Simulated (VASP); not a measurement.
A run of VASP 6.6.1 is set up as follows.

INCAR

```
ALGO = Normal
EDIFF = 1E-6
ENCUT = 500
GGA_COMPAT = F
ISIF = 2
ISMEAR = 0
LASPH = T
LCHARG = F
LREAL = F
LWAVE = F
NBANDS = 12
NELM = 120
PREC = Accurate
SIGMA = 0.05
```

File KPOINTS:

```
k-points
0
Gamma
  11 11 11
```

File POSCAR:

```
Ag
1.0
    0.0000000000      2.1401678350      2.1401678350
    2.1401678350      0.0000000000      2.1401678350
    2.1401678350      2.1401678350      0.0000000000
Ag
1
Direct
    0.0000000000      0.0000000000      0.0000000000
```

Potentials or basis: VASP PAW LDA potentials, release 64 (Ag).

Command:

```bash
$ cat potpaw_LDA.64/Ag/POTCAR > POTCAR
$ mpirun -np 1 vasp_std > vasp.out
```

Q: What does it give for the band gap on the k mesh?

A: Zero (an odd number of electrons rules out a gap without spin polarisation).

Q: What does it give for the pressure?

A: -15.6 GPa.

Caveat: the cell stands under tension.
